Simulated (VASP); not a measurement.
# Au (Im-3m) in VASP: further runs

Au is run at these levels: r2SCAN; tasks: single point.

Everything below comes from runs of VASP 6.6.1. Logs are shortened: lines on timing, memory, paths and dates and some standing lists are left out, and cuts for length are marked.

**1. The cell of the first run**

It takes space group Im-3m (No. 229, cubic). Conventional cell: a = 3.315 Å, b = 3.315 Å, c = 3.315 Å, α = 90.00°, β = 90.00°, γ = 90.00°. Au (site symmetry m-3m) has 14 Au at 2.87 to 3.31 Å within 3.8 Å.

**2. Single point, r2SCAN**

The input, POSCAR:

```
Au
1.0
   -1.6572690000      1.6572690000      1.6572690000
    1.6572690000     -1.6572690000      1.6572690000
    1.6572690000      1.6572690000     -1.6572690000
Au
1
Direct
    0.0000000000      0.0000000000      0.0000000000
```

The input, INCAR.step1:

```
PREC     = Accurate       # precision mode
ENCUT    = 520            # plane-wave cutoff, eV
ISMEAR   = 0              # smearing method
SIGMA    = 0.1            # smearing width, eV
LREAL    = F              # projectors in reciprocal space
LASPH    = T              # aspherical terms in the spheres
NELM     = 100            # most SCF steps
NBANDS   = 12             # bands
GGA      = PE             # functional
ALGO     = Normal         # electronic algorithm
EDIFF    = 1E-4           # SCF threshold, eV
LWAVE    = T              # write WAVECAR
LCHARG   = F              # write CHGCAR
```

The input, INCAR.step2:

```
PREC     = Accurate       # precision mode
ENCUT    = 520            # plane-wave cutoff, eV
EDIFF    = 1E-6           # SCF threshold, eV
ISMEAR   = 0              # smearing method
SIGMA    = 0.1            # smearing width, eV
LREAL    = F              # projectors in reciprocal space
LASPH    = T              # aspherical terms in the spheres
NELM     = 100            # most SCF steps
ALGO     = Normal         # electronic algorithm
ISIF     = 2              # what is computed and relaxed
LWAVE    = F              # write WAVECAR
LCHARG   = T              # write CHGCAR
METAGGA  = R2SCAN         # meta-GGA
LMIXTAU  = T            
LELF     = T              # ELF
LVHAR    = T            
NBANDS   = 12             # bands
ISTART   = 1
```

The input, KPOINTS:

```
Automatic mesh
0
Gamma
  18 18 18
```

Potentials or basis: VASP PAW PBE potentials, release 64 (Au).

Run with:

```bash
$ cat potpaw_PBE.64/Au/POTCAR > POTCAR
$ cp INCAR.step1 INCAR
$ mpirun -np 1 vasp_std > vasp.out
$ cp INCAR.step2 INCAR
$ mpirun -np 1 vasp_std > vasp.out
```

OUTCAR:

```text
PREC = Accurate
   ENCUT = 520
   EDIFF = 1E-6
   ISMEAR = 0
   LREAL = F
   LASPH = T
   NELM = 100
   ISIF = 2
   METAGGA = R2SCAN
   ISTART = 1

 ion  position               nearest neighbor table
   1  0.000  0.000  0.000-

  LATTYP: Found a body centered cubic cell.
 ALAT       =     3.3145380000

  Lattice vectors:

 A1 = (  -1.6572690000,   1.6572690000,   1.6572690000)
 A2 = (   1.6572690000,  -1.6572690000,   1.6572690000)
 A3 = (   1.6572690000,   1.6572690000,  -1.6572690000)

Analysis of symmetry for initial positions (statically):
=====================================================================
 Subroutine PRICEL returns:
 Original cell was already a primitive cell.

 Routine SETGRP: Setting up the symmetry group for a
 body centered cubic supercell.

 Subroutine GETGRP returns: Found 48 space group operations
 (whereof 48 operations were pure point group operations)
 out of a pool of 48 trial point group operations.

The static configuration has the point symmetry O_h .

Analysis of symmetry for dynamics (positions and initial velocities):
=====================================================================
 Subroutine PRICEL returns:
 Original cell was already a primitive cell.

 Routine SETGRP: Setting up the symmetry group for a
 body centered cubic supercell.

 Subroutine GETGRP returns: Found 48 space group operations
 (whereof 48 operations were pure point group operations)
 out of a pool of 48 trial point group operations.

The dynamic configuration has the point symmetry O_h .

 Subroutine INISYM returns: Found 48 space group operations
 (whereof 48 operations are pure point group operations),
 and found     1 'primitive' translations

----------------------------------------------------------------------------------------

                                     Primitive cell

  volume of cell :      18.2070

  direct lattice vectors                    reciprocal lattice vectors
    -1.657269000  1.657269000  1.657269000     0.000000000  0.301701172  0.301701172
     1.657269000 -1.657269000  1.657269000     0.301701172  0.000000000  0.301701172
     1.657269000  1.657269000 -1.657269000     0.301701172  0.301701172  0.000000000

  length of vectors
     2.870474110  2.870474110  2.870474110     0.426669890  0.426669890  0.426669890

  position of ions in fractional coordinates (direct lattice)
     0.000000000  0.000000000  0.000000000

  ion indices of the primitive-cell ions
   primitive index   ion index
                 1           1

----------------------------------------------------------------------------------------

 KPOINTS: Automatic mesh

Automatic generation of k-mesh.
 Grid dimensions read from file:
 generate k-points for:   18   18   18

 Generating k-lattice:

  Cartesian coordinates                     Fractional coordinates (reciprocal lattice)
     0.000000000  0.016761176  0.016761176     0.055555556  0.000000000  0.000000000
     0.016761176  0.000000000  0.016761176     0.000000000  0.055555556  0.000000000
     0.016761176  0.016761176  0.000000000     0.000000000  0.000000000  0.055555556

  Length of vectors
     0.023703883  0.023703883  0.023703883

  Shift w.r.t. Gamma in fractional coordinates (k-lattice)
     0.000000000  0.000000000  0.000000000

 Subroutine IBZKPT returns following result:
 ===========================================

 Found    195 irreducible k-points:

 Following reciprocal coordinates:
            Coordinates               Weight
  0.000000  0.000000  0.000000      1.000000
  0.055556  0.000000  0.000000     12.000000
  0.111111  0.000000  0.000000     12.000000
  0.166667  0.000000  0.000000     12.000000
  0.222222  0.000000  0.000000     12.000000
  0.277778  0.000000  0.000000     12.000000
[... 16 lines left out ...]
  0.333333  0.111111  0.000000     48.000000
  0.388889  0.111111  0.000000     48.000000
 [... further k-points ...]
   k-points           NKPTS =    195   k-points in BZ     NKDIM =    195   number of bands    NBANDS=     12
   number of dos      NEDOS =    301   number of ions     NIONS =      1
   total plane-waves  NPLWV =  13824
   dimension x,y,z NGX =    24 NGY =   24 NGZ =   24
   dimension x,y,z NGXF=    48 NGYF=   48 NGZF=   48
   ions per type =               1
   NGX,Y,Z   is equivalent  to a cutoff of  13.90, 13.90, 13.90 a.u.
   NGXF,Y,Z  is equivalent  to a cutoff of  27.80, 27.80, 27.80 a.u.
 SYSTEM =  unknown system
   PREC   = accura    normal or accurate (medium, high low for compatibility)
   ISTART =      1    job   : 0-new  1-cont  2-samecut
   ICHARG =      0    charge: 1-file 2-atom 10-const
   ISPIN  =      1    spin polarized calculation?
   LNONCOLLINEAR =      F non collinear calculations
   LSORBIT =      F    spin-orbit coupling
   LASPH  =      T    aspherical Exc in radial PAW
   ENCUT  =  520.0 eV  38.22 Ry    6.18 a.u.   5.34  5.34  5.34*2*pi/ulx,y,z
   NELM   =    100;   NELMIN=  2; NELMDL=  0     # of ELM steps
   EDIFF  = 0.1E-05   stopping-criterion for ELM
   LREAL  =      F    real-space projection
   EDIFFG = 0.1E-04   stopping-criterion for IOM
   NSW    =      0    number of steps for IOM
   IBRION =     -1    ionic relax: 0-MD 1-quasi-New 2-CG
   NFREE  =      0    steps in history (QN), initial steepest desc. (CG)
   ISIF   =      2    stress and relaxation
   ISYM   =      2    0-nonsym 1-usesym 2-fastsym
   POTIM  = 0.5000    time-step for ionic-motion
   TEBEG  =    0.0;   TEEND  =   0.0 temperature during run
   PSTRESS=    0.0 pullay stress
   NELECT =      11.0000    total number of electrons
   NUPDOWN=      -1.0000    fix difference up-down
   EMIN   =  10.00;   EMAX   =-10.00  energy-range for DOS
   EFERMI =   0.00;   METHOD = LEGACY
   ISMEAR =     0;   SIGMA  =   0.10  broadening in eV -4-tet -1-fermi 0-gaus
   EFERMI_NEDOS =   21; number of points for ismear=-14 and -15
   IALGO  =     38    algorithm
   IMIX   =      4    mixing-type and parameters
     AMIX     =   0.40;   BMIX     =  1.00
     AMIX_MAG =   1.60;   BMIX_MAG =  1.00
  volume/ion in A,a.u.               =      18.21       122.87
  Fermi-wavevector in a.u.,A,eV,Ry     =   1.383968  2.615320 26.060157  1.915367
  Thomas-Fermi vector in A             =   2.508516
   LORBIT       =      0    0 simple, 1 ext, 2 COOP (PROOUT), +10 PAW based schemes
   METAGGA = R2SCAN    functional components
   LHFCALC =     F    Hartree Fock is set to
   AEXX    =    0.0000 exact exchange contribution
   IVDW    =     0    specifies the selected vdW correction
   LEPSILON=     F    determine dielectric tensor
   LRPA    =     F    only Hartree local field effects (RPA)
 non-spin polarized calculation
 Gauss-broadening in eV      SIGMA  =   0.10
  energy-cutoff  :      520.00
  volume of cell :       18.21
 maximum number of plane-waves:       500
 NGX is ok and might be reduce to    24
   NGX = 11   NGY = 11   NGZ = 11

 number of electron      10.9999998 magnetization

 Free energy of the ion-electron system (eV)
  ---------------------------------------------------
  ext. energy  EPLUGINS =         0.00000000
  ---------------------------------------------------
  free energy    TOTEN  =       -50.56645048 eV

  energy without entropy =      -50.56492170  energy(sigma->0) =      -50.56568609

 E-fermi :   8.3807     XC(G=0): -13.1606

 val. band max:        8.3423413725   @ k =   0.3889   0.0556   0.0556
 cond. band min:       8.4457505275   @ k =   0.3333   0.1111   0.0556
 fundamental gap:      0.1034091551
 Fermi energy:         8.3807313988

 k-point     1 :       0.0000    0.0000    0.0000
  band No.  band energies     occupation
      1      -1.1006      2.00000
      2       3.4825      2.00000
      3       3.4825      2.00000
      4       3.4825      2.00000
      5       5.2615      2.00000
      6       5.2615      2.00000
      7      25.6625      0.00000
      8      25.6625      0.00000
      9      25.6625      0.00000
     10      32.3095      0.00000
     11      32.3095      0.00000
     12      32.3095      0.00000

 k-point     2 :       0.0556    0.0000    0.0000
  band No.  band energies     occupation
      1      -0.9889      2.00000
      2       3.4494      2.00000
      3       3.4869      2.00000
      4       3.5582      2.00000
      5       5.2220      2.00000
      6       5.2635      2.00000
      7      25.6161      0.00000
      8      25.6844      0.00000
      9      25.7958      0.00000
     10      31.1079      0.00000
     11      31.1683      0.00000
     12      31.8850      0.00000

 k-point     3 :       0.1111    0.0000    0.0000
  band No.  band energies     occupation
      1      -0.6626      2.00000
      2       3.3555      2.00000
      3       3.4982      2.00000
      4       3.7815      2.00000
      5       5.1247      2.00000
      6       5.2703      2.00000
      7      25.2310      0.00000
      8      25.6308      0.00000
      9      26.1836      0.00000
     10      29.3931      0.00000
     11      29.9796      0.00000
     12      30.7690      0.00000

 k-point     4 :       0.1667    0.0000    0.0000
  band No.  band energies     occupation
      1      -0.1537      2.00000
      2       3.2150      2.00000
      3       3.5207      2.00000
      4       4.1392      2.00000
      5       5.0225      2.00000
      6       5.2834      2.00000
      7      23.8729      0.00000
      8      25.1969      0.00000
      9      26.7899      0.00000
     10      28.5372      0.00000
     11      29.2588      0.00000
     12      29.5748      0.00000

 k-point     5 :       0.2222    0.0000    0.0000
  band No.  band energies     occupation
      1       0.4579      2.00000
      2       3.0480      2.00000
      3       3.6078      2.00000
      4       4.6074      2.00000
      5       4.9695      2.00000
      6       5.3041      2.00000
      7      21.6853      0.00000
      8      24.3452      0.00000
      9      27.5554      0.00000
     10      27.6011      0.00000
     11      28.5423      0.00000
     12      30.0460      0.00000
[... 228 lines left out ...]
      1       1.2868      2.00000
      2       2.9435      2.00000
      3       3.5123      2.00000
      4       4.8949      2.00000
      5       5.3795      2.00000
      6       5.6802      2.00000
      7      19.2767      0.00000
      8      22.3716      0.00000
      9      24.4774      0.00000
     10      27.9428      0.00000
     11      30.9487      0.00000
     12      31.7162      0.00000

 k-point    22 :       0.2778    0.1111    0.0000
  band No.  band energies     occupation
      1       1.5754      2.00000
      2       2.7916      2.00000
      3       4.0026      2.00000
      4       4.9834      2.00000
      5       5.4459      2.00000
      6       6.4449      2.00000
      7      16.8953      0.00000
      8      21.5526      0.00000
      9      23.4776      0.00000
     10      28.6713      0.00000
     11      31.3990      0.00000
     12      32.0317      0.00000

 k-point    23 :       0.3333    0.1111    0.0000
  band No.  band energies     occupation
      1       1.6290      2.00000
      2       2.6741      2.00000
      3       4.5830      2.00000
      4       5.1098      2.00000
      5       5.5947      2.00000
      6       7.3773      2.00000
      7      14.6494      0.00000
      8      20.8605      0.00000
      9      22.6725      0.00000
     10      29.3276      0.00000
     11      31.6415      0.00000
     12      32.0682      0.00000

 k-point    24 :       0.3889    0.1111    0.0000
  band No.  band energies     occupation
      1       1.6035      2.00000
      2       2.6006      2.00000
      3       4.9109      2.00000
      4       5.1469      2.00000
      5       5.9199      2.00000
      6       8.5136      0.06019
      7      12.6570      0.00000
      8      20.3813      0.00000
      9      22.1591      0.00000
     10      29.8201      0.00000
     11      31.8010      0.00000
     12      31.8194      0.00000

 [... further k-points ...]

------------------------ aborting loop because EDIFF is reached ----------------------------------------

  FORCE on cell =-STRESS in cart. coord.  units (eV):
  Direction    XX          YY          ZZ          XY          YZ          ZX
  --------------------------------------------------------------------------------------
  -------------------------------------------------------------------------------------
  Total       -0.5287955     -0.5287955     -0.5287955      0.0000000     -0.0000000      0.0000000
  in kB      -46.5328171    -46.5328171    -46.5328171      0.0000000     -0.0000000      0.0000000
  external PRESSURE =     -46.5328171 kB  Pullay stress =       0.0000000 kB

 VOLUME and BASIS-vectors are now :
 -----------------------------------------------------------------------------
  energy-cutoff  :      520.00
  volume of cell :       18.21
      direct lattice vectors                 reciprocal lattice vectors
    -1.657269000  1.657269000  1.657269000     0.000000000  0.301701172  0.301701172
     1.657269000 -1.657269000  1.657269000     0.301701172  0.000000000  0.301701172
     1.657269000  1.657269000 -1.657269000     0.301701172  0.301701172  0.000000000

 POSITION                                       TOTAL-FORCE (eV/Angst)
 -----------------------------------------------------------------------------------
      0.00000      0.00000      0.00000         0.000000      0.000000     -0.000000
 -----------------------------------------------------------------------------------
    total drift:                                0.000000      0.000000     -0.000000

  FREE ENERGIE OF THE ION-ELECTRON SYSTEM (eV)
  ---------------------------------------------------
  free  energy   TOTEN  =       -50.5664504785 eV

  energy  without entropy=      -50.5649216978  energy(sigma->0) =      -50.56568609
```

Wall time 44 s (1 thread of Intel Xeon 6975P-C (Granite Rapids), shared host); peak memory 0.17 GiB.

What came out:

| Quantity | Value |
| --- | --- |
| Free energy | -50.5665 eV |
| Pressure | -4.7 GPa |

Levels at points of the mesh, in eV from the Fermi level:
| k point | band 2 | band 3 | band 4 | band 5 | band 6 | band 7 | band 8 | band 9 |
| --- | --- | --- | --- | --- | --- | --- | --- | --- |
| (0.00, 0.00, 0.00) | -4.90 | -4.90 | -4.90 | -3.12 | -3.12 | 17.28 | 17.28 | 17.28 |
| (0.50, 0.00, 0.00) | -5.89 | -3.26 | -2.96 | -1.68 | -0.28 | 3.20 | 12.93 | 13.92 |
| (0.50, 0.50, 0.50) | -6.64 | -2.03 | -2.03 | -2.03 | 6.47 | 6.47 | 6.47 | 9.22 |

Caveat: the PAW data sets were made with another functional, which shifts forces and pressure a little; spin-orbit coupling is left out, which moves the levels of the heavy elements.

**3. Single point, r2SCAN (volume scaled by 1.06)**

The input, POSCAR:

```
Au
1.0
   -1.6698076655      1.6698076655      1.6698076655
    1.6698076655     -1.6698076655      1.6698076655
    1.6698076655      1.6698076655     -1.6698076655
Au
1
Direct
    0.0000000000      0.0000000000      0.0000000000
```

The input, INCAR.step1:

```
PREC     = Accurate       # precision mode
ENCUT    = 520            # plane-wave cutoff, eV
ISMEAR   = 0              # smearing method
SIGMA    = 0.1            # smearing width, eV
LREAL    = False          # projectors in reciprocal space
LASPH    = True           # aspherical terms in the spheres
NELM     = 100            # most SCF steps
NBANDS   = 12             # bands
GGA      = PE             # functional
ALGO     = Normal         # electronic algorithm
EDIFF    = 1E-4           # SCF threshold, eV
LWAVE    = True           # write WAVECAR
LCHARG   = False          # write CHGCAR
```

The input, INCAR.step2:

```
PREC     = Accurate       # precision mode
ENCUT    = 520            # plane-wave cutoff, eV
EDIFF    = 1E-6           # SCF threshold, eV
ISMEAR   = 0              # smearing method
SIGMA    = 0.1            # smearing width, eV
LREAL    = False          # projectors in reciprocal space
LASPH    = True           # aspherical terms in the spheres
NELM     = 100            # most SCF steps
ALGO     = Normal         # electronic algorithm
ISIF     = 2              # what is computed and relaxed
LWAVE    = False          # write WAVECAR
LCHARG   = True           # write CHGCAR
METAGGA  = R2SCAN         # meta-GGA
LMIXTAU  = True         
LELF     = True           # ELF
LVHAR    = True         
NBANDS   = 12             # bands
ISTART   = 1
```

KPOINTS is that of step 2.

Potentials or basis: VASP PAW PBE potentials, release 64 (Au).

Run with:

```bash
$ cat potpaw_PBE.64/Au/POTCAR > POTCAR
$ cp INCAR.step1 INCAR
$ mpirun -np 1 vasp_std > vasp.out
$ cp INCAR.step2 INCAR
$ mpirun -np 1 vasp_std > vasp.out
```

It took 46 s on 1 thread of Intel Xeon 6975P-C (Granite Rapids), shared host; peak memory 0.18 GiB.

The run converged. Its results:

- Free energy: -50.5512 eV
- Pressure: -7.2 GPa

Levels at points of the mesh, in eV from the Fermi level:
```tsv
k point	band 1	band 2	band 3	band 4	band 5	band 6	band 7	band 8	band 9	band 10
(0.00, 0.00, 0.00)	-9.25	-4.78	-4.78	-4.78	-3.07	-3.07	17.25	17.25	17.25	23.50
(0.50, 0.00, 0.00)	-6.84	-5.74	-3.21	-2.92	-1.69	-0.19	3.07	12.89	13.74	21.35
(0.50, 0.50, 0.50)	-6.45	-6.45	-2.03	-2.03	-2.03	6.44	6.44	6.44	8.95	15.66
```

Caveat: the PAW data sets were made with another functional, which shifts forces and pressure a little; spin-orbit coupling is left out, which moves the levels of the heavy elements.
